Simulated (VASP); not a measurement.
# Au (Fm-3m) in VASP: further runs

The runs below take Au through single point, relaxation of cell and atoms, with PBEsol.

Everything below comes from runs of VASP 6.6.1. Logs are shortened: lines on timing, memory, paths and dates and some standing lists are left out, and cuts for length are marked.

### 1 The cell of the first run

It takes space group Fm-3m (No. 225, cubic). Conventional cell: a = 4.082 Å, b = 4.082 Å, c = 4.082 Å, α = 90.00°, β = 90.00°, γ = 90.00°. Au (site symmetry m-3m) has 12 Au at 2.89 Å within 3.8 Å.

### 2 Single point, PBEsol

INCAR

```
ALGO = Normal
EDIFF = 1E-7
ENCUT = 520
GGA = PS
ISIF = 2
ISMEAR = -1
LASPH = T
LCHARG = F
LREAL = F
LWAVE = F
NBANDS = 12
NELM = 80
PREC = Accurate
SIGMA = 0.05
```

KPOINTS

```
k-points
0
Gamma
  9 9 9
```

POSCAR

```
Au
1.0
    0.0000000000      2.0411680785      2.0411680785
    2.0411680785      0.0000000000      2.0411680785
    2.0411680785      2.0411680785      0.0000000000
Au
1
Direct
    0.0000000000      0.0000000000      0.0000000000
```

Potentials or basis: VASP PAW PBE potentials, release 64 (Au).

Launch:

```
cat potpaw_PBE.64/Au/POTCAR > POTCAR
mpirun -np 1 vasp_std > vasp.out
```

OUTCAR:

```text
EDIFF = 1E-7
   ENCUT = 520
   GGA = PS
   ISIF = 2
   ISMEAR = -1
   LASPH = T
   LREAL = F
   NELM = 80
   PREC = Accurate

 ion  position               nearest neighbor table
   1  0.000  0.000  0.000-

  LATTYP: Found a face centered cubic cell.
 ALAT       =     4.0823361570

  Lattice vectors:

 A1 = (   0.0000000000,   2.0411680785,   2.0411680785)
 A2 = (   2.0411680785,   0.0000000000,   2.0411680785)
 A3 = (   2.0411680785,   2.0411680785,   0.0000000000)

Analysis of symmetry for initial positions (statically):
=====================================================================
 Subroutine PRICEL returns:
 Original cell was already a primitive cell.

 Routine SETGRP: Setting up the symmetry group for a
 face centered cubic supercell.

 Subroutine GETGRP returns: Found 48 space group operations
 (whereof 48 operations were pure point group operations)
 out of a pool of 48 trial point group operations.

The static configuration has the point symmetry O_h .

Analysis of symmetry for dynamics (positions and initial velocities):
=====================================================================
 Subroutine PRICEL returns:
 Original cell was already a primitive cell.

 Routine SETGRP: Setting up the symmetry group for a
 face centered cubic supercell.

 Subroutine GETGRP returns: Found 48 space group operations
 (whereof 48 operations were pure point group operations)
 out of a pool of 48 trial point group operations.

The dynamic configuration has the point symmetry O_h .

 Subroutine INISYM returns: Found 48 space group operations
 (whereof 48 operations are pure point group operations),
 and found     1 'primitive' translations

----------------------------------------------------------------------------------------

                                     Primitive cell

  volume of cell :      17.0085

  direct lattice vectors                    reciprocal lattice vectors
     0.000000000  2.041168079  2.041168079    -0.244957779  0.244957779  0.244957779
     2.041168079  0.000000000  2.041168079     0.244957779 -0.244957779  0.244957779
     2.041168079  2.041168079  0.000000000     0.244957779  0.244957779 -0.244957779

  length of vectors
     2.886647580  2.886647580  2.886647580     0.424279320  0.424279320  0.424279320

  position of ions in fractional coordinates (direct lattice)
     0.000000000  0.000000000  0.000000000

  ion indices of the primitive-cell ions
   primitive index   ion index
                 1           1

----------------------------------------------------------------------------------------

 KPOINTS: k-points

Automatic generation of k-mesh.
 Grid dimensions read from file:
 generate k-points for:    9    9    9

 Generating k-lattice:

  Cartesian coordinates                     Fractional coordinates (reciprocal lattice)
    -0.027217531  0.027217531  0.027217531     0.111111111  0.000000000  0.000000000
     0.027217531 -0.027217531  0.027217531     0.000000000  0.111111111  0.000000000
     0.027217531  0.027217531 -0.027217531     0.000000000  0.000000000  0.111111111

  Length of vectors
     0.047142147  0.047142147  0.047142147

  Shift w.r.t. Gamma in fractional coordinates (k-lattice)
     0.000000000  0.000000000  0.000000000

 Subroutine IBZKPT returns following result:
 ===========================================

 Found     35 irreducible k-points:

 Following reciprocal coordinates:
            Coordinates               Weight
  0.000000  0.000000  0.000000      1.000000
  0.111111  0.000000  0.000000      8.000000
  0.222222  0.000000  0.000000      8.000000
  0.333333  0.000000  0.000000      8.000000
  0.444444  0.000000  0.000000      8.000000
  0.111111  0.111111  0.000000      6.000000
[... 16 lines left out ...]
 -0.333333  0.333333  0.000000     12.000000
  0.444444  0.444444  0.000000      6.000000
 [... further k-points ...]
   k-points           NKPTS =     35   k-points in BZ     NKDIM =     35   number of bands    NBANDS=     12
   number of dos      NEDOS =    301   number of ions     NIONS =      1
   total plane-waves  NPLWV =  13824
   dimension x,y,z NGX =    24 NGY =   24 NGZ =   24
   dimension x,y,z NGXF=    48 NGYF=   48 NGZF=   48
   ions per type =               1
   NGX,Y,Z   is equivalent  to a cutoff of  13.82, 13.82, 13.82 a.u.
   NGXF,Y,Z  is equivalent  to a cutoff of  27.64, 27.64, 27.64 a.u.
 SYSTEM =  unknown system
   PREC   = accura    normal or accurate (medium, high low for compatibility)
   ISTART =      0    job   : 0-new  1-cont  2-samecut
   ICHARG =      2    charge: 1-file 2-atom 10-const
   ISPIN  =      1    spin polarized calculation?
   LNONCOLLINEAR =      F non collinear calculations
   LSORBIT =      F    spin-orbit coupling
   LASPH  =      T    aspherical Exc in radial PAW
   ENCUT  =  520.0 eV  38.22 Ry    6.18 a.u.   5.37  5.37  5.37*2*pi/ulx,y,z
   NELM   =     80;   NELMIN=  2; NELMDL= -5     # of ELM steps
   EDIFF  = 0.1E-06   stopping-criterion for ELM
   LREAL  =      F    real-space projection
   EDIFFG = 0.1E-05   stopping-criterion for IOM
   NSW    =      0    number of steps for IOM
   IBRION =     -1    ionic relax: 0-MD 1-quasi-New 2-CG
   NFREE  =      0    steps in history (QN), initial steepest desc. (CG)
   ISIF   =      2    stress and relaxation
   ISYM   =      2    0-nonsym 1-usesym 2-fastsym
   POTIM  = 0.5000    time-step for ionic-motion
   TEBEG  =    0.0;   TEEND  =   0.0 temperature during run
   PSTRESS=    0.0 pullay stress
   NELECT =      11.0000    total number of electrons
   NUPDOWN=      -1.0000    fix difference up-down
   EMIN   =  10.00;   EMAX   =-10.00  energy-range for DOS
   EFERMI =   0.00;   METHOD = LEGACY
   ISMEAR =    -1;   SIGMA  =   0.05  broadening in eV -4-tet -1-fermi 0-gaus
   EFERMI_NEDOS =   21; number of points for ismear=-14 and -15
   IALGO  =     38    algorithm
   IMIX   =      4    mixing-type and parameters
     AMIX     =   0.40;   BMIX     =  1.00
     AMIX_MAG =   1.60;   BMIX_MAG =  1.00
  volume/ion in A,a.u.               =      17.01       114.78
  Fermi-wavevector in a.u.,A,eV,Ry     =   1.415740  2.675361 27.270441  2.004321
  Thomas-Fermi vector in A             =   2.537147
   LORBIT       =      0    0 simple, 1 ext, 2 COOP (PROOUT), +10 PAW based schemes
   GGA     = PS    functional components
   LHFCALC =     F    Hartree Fock is set to
   AEXX    =    0.0000 exact exchange contribution
   IVDW    =     0    specifies the selected vdW correction
   LEPSILON=     F    determine dielectric tensor
   LRPA    =     F    only Hartree local field effects (RPA)
 non-spin polarized calculation
  energy-cutoff  :      520.00
  volume of cell :       17.01
 maximum number of plane-waves:       470
 NGX is ok and might be reduce to    24
   NGX = 11   NGY = 11   NGZ = 11

 number of electron      11.0000000 magnetization

 Free energy of the ion-electron system (eV)
  ---------------------------------------------------
  ext. energy  EPLUGINS =         0.00000000
  ---------------------------------------------------
  free energy    TOTEN  =        -3.94858901 eV

  energy without entropy =       -3.94809582  energy(sigma->0) =       -3.94834242

 E-fermi :   9.2814     XC(G=0): -12.8950

 val. band max:        8.9171559735   @ k =   0.4444   0.3333   0.0000
 cond. band min:       9.3354677033   @ k =   0.4444   0.4444   0.0000
 fundamental gap:      0.4183117299
 Fermi energy:         9.2813606195

 k-point     1 :       0.0000    0.0000    0.0000
  band No.  band energies     occupation
      1      -0.6301      2.00000
      2       4.6266      2.00000
      3       4.6266      2.00000
      4       4.6266      2.00000
      5       6.1608      2.00000
      6       6.1608      2.00000
      7      23.8102      0.00000
      8      27.8127      0.00000
      9      27.8127      0.00000
     10      27.8127      0.00000
     11      32.6852      0.00000
     12      37.3736      0.00000

 k-point     2 :       0.1111    0.0000    0.0000
  band No.  band energies     occupation
      1      -0.2059      2.00000
      2       4.4980      2.00000
      3       4.7629      2.00000
      4       4.7629      2.00000
      5       6.1076      2.00000
      6       6.1076      2.00000
      7      24.2352      0.00000
      8      25.6150      0.00000
      9      28.3090      0.00000
     10      28.3090      0.00000
     11      33.0880      0.00000
     12      35.3905      0.00000

 k-point     3 :       0.2222    0.0000    0.0000
  band No.  band energies     occupation
      1       0.8848      2.00000
      2       4.3965      2.00000
      3       4.9211      2.00000
      4       4.9211      2.00000
      5       6.2167      2.00000
      6       6.2167      2.00000
      7      21.5249      0.00000
      8      24.9943      0.00000
      9      29.2534      0.00000
     10      29.2534      0.00000
     11      30.9817      0.00000
     12      32.6577      0.00000
[... 286 lines left out ...]
 k-point    23 :      -0.3333    0.3333    0.0000
  band No.  band energies     occupation
      1       3.1358      2.00000
      2       3.9461      2.00000
      3       4.8144      2.00000
      4       6.0431      2.00000
      5       6.9185      2.00000
      6      11.7137      0.00000
      7      15.7331      0.00000
      8      16.4447      0.00000
      9      23.5876      0.00000
     10      26.2817      0.00000
     11      34.5364      0.00000
     12      35.0350      0.00000

 k-point    24 :       0.4444    0.4444    0.0000
  band No.  band energies     occupation
      1       2.2699      2.00000
      2       2.6009      2.00000
      3       7.2888      2.00000
      4       7.5516      2.00000
      5       7.5516      2.00000
      6       9.3355      0.50620
      7      16.2447      0.00000
      8      19.5735      0.00000
      9      19.5735      0.00000
     10      26.3849      0.00000
     11      28.9914      0.00000
     12      37.0060      0.00000

 [... further k-points ...]
[... 5 lines left out ...]
  --------------------------------------------------------------------------------------
  -------------------------------------------------------------------------------------
  Total       -0.0306373     -0.0306373     -0.0306373      0.0000000     -0.0000000      0.0000000
  in kB       -2.8859920     -2.8859920     -2.8859920      0.0000000     -0.0000000      0.0000000
  external PRESSURE =      -2.8859920 kB  Pullay stress =       0.0000000 kB

 VOLUME and BASIS-vectors are now :
 -----------------------------------------------------------------------------
  energy-cutoff  :      520.00
  volume of cell :       17.01
      direct lattice vectors                 reciprocal lattice vectors
     0.000000000  2.041168079  2.041168079    -0.244957779  0.244957779  0.244957779
     2.041168079  0.000000000  2.041168079     0.244957779 -0.244957779  0.244957779
     2.041168079  2.041168079  0.000000000     0.244957779  0.244957779 -0.244957779

 POSITION                                       TOTAL-FORCE (eV/Angst)
 -----------------------------------------------------------------------------------
      0.00000      0.00000      0.00000         0.000000      0.000000      0.000000
 -----------------------------------------------------------------------------------
    total drift:                               -0.000000      0.000000     -0.000000

  FREE ENERGIE OF THE ION-ELECTRON SYSTEM (eV)
  ---------------------------------------------------
  free  energy   TOTEN  =        -3.9485890137 eV

  energy  without entropy=       -3.9480958170  energy(sigma->0) =       -3.94834242
```

Run time: 5.3 s. Hardware: 1 thread of Intel Xeon Platinum 8375C at 2.90GHz (Ice Lake), shared host; peak memory 0.14 GiB.

What came out:

```yaml
Free_energy: -3.9486 eV
Pressure: -0.3 GPa
```

Levels at points of the mesh, in eV from the Fermi level:
| k point | band 4 | band 5 | band 6 | band 7 | band 8 | band 9 |
| --- | --- | --- | --- | --- | --- | --- |
| (0.00, 0.00, 0.00) | -4.65 | -3.12 | -3.12 | 14.53 | 18.53 | 18.53 |

Caveat: the PAW data sets were made with another functional, which shifts forces and pressure a little; spin-orbit coupling is left out, which moves the levels of the heavy elements.

### 3 Relaxation of cell and atoms, PBEsol

This run uses another cell than the first one, of 16.85 Å³/atom, 0.991 times its volume.

INCAR

```
SYSTEM = Au
PREC = Accurate
ENCUT = 600
EDIFF = 1E-6
ISMEAR = -1
SIGMA = 0.05
LREAL = .FALSE.
LASPH = .TRUE.
NELM = 60
ALGO = Normal
ISIF = 3
LWAVE = .FALSE.
LCHARG = .FALSE.
GGA = PS
IBRION = 2
NSW = 80
EDIFFG = -0.01
```

KPOINTS

```
Automatic mesh
0
G
  9 9 9
  0 0 0
```

POSCAR

```
Au
1.0
    0.0000000000      2.0350000000      2.0350000000
    2.0350000000      0.0000000000      2.0350000000
    2.0350000000      2.0350000000      0.0000000000
Au
1
Direct
    0.0000000000      0.0000000000      0.0000000000
```

Potentials or basis: VASP PAW PBE potentials, release 64 (Au).

Launch:

```
cat potpaw_PBE.64/Au/POTCAR > POTCAR
mpirun -np 1 vasp_std > vasp.out
```

Wall time 10 s (1 thread of Intel Xeon Platinum 8375C at 2.90GHz (Ice Lake), shared host); peak memory 0.15 GiB.

The run converged. Its results:

| Quantity | Value |
| --- | --- |
| Free energy | -3.9485 eV |
| Relaxed volume | 16.99 Å³/atom |
| Relaxed cell | a = 2.886 Å, b = 2.886 Å, c = 2.886 Å, α = 60.00°, β = 60.00°, γ = 60.00° |
| Space group after relaxing (to 0.05 Å) | Fm-3m (No. 225) |
| Energy gained by relaxing | 0.6 meV/atom |
| Ionic steps | 3 |
| Pressure after relaxing | 0.0 GPa |

Step by step:
| step | energy change (eV) | largest force (eV/Å) | pressure (GPa) | volume (Å³) |
| --- | --- | --- | --- | --- |
| 1 | 0.0000 | 0.0000 | 1.44 | 16.85 |
| 2 | 0.0012 | 0.0000 | -2.37 | 17.23 |
| 3 | -0.0006 | 0.0000 | 0.00 | 16.99 |

Final structure:
```
Au
1.0
     0.00000    2.04041    2.04041
     2.04041    0.00000    2.04041
     2.04041    2.04041    0.00000
Au
1
Cartesian
  0.0000 0.0000 0.0000
```

Levels at points of the mesh, in eV from the Fermi level:
| k point | band 4 | band 5 | band 6 | band 7 | band 8 | band 9 |
| --- | --- | --- | --- | --- | --- | --- |
| (0.00, 0.00, 0.00) | -4.66 | -3.12 | -3.12 | 14.53 | 18.54 | 18.54 |

Caveat: the PAW data sets were made with another functional, which shifts forces and pressure a little; spin-orbit coupling is left out, which moves the levels of the heavy elements. Zero-point motion and thermal expansion aren't in these numbers.
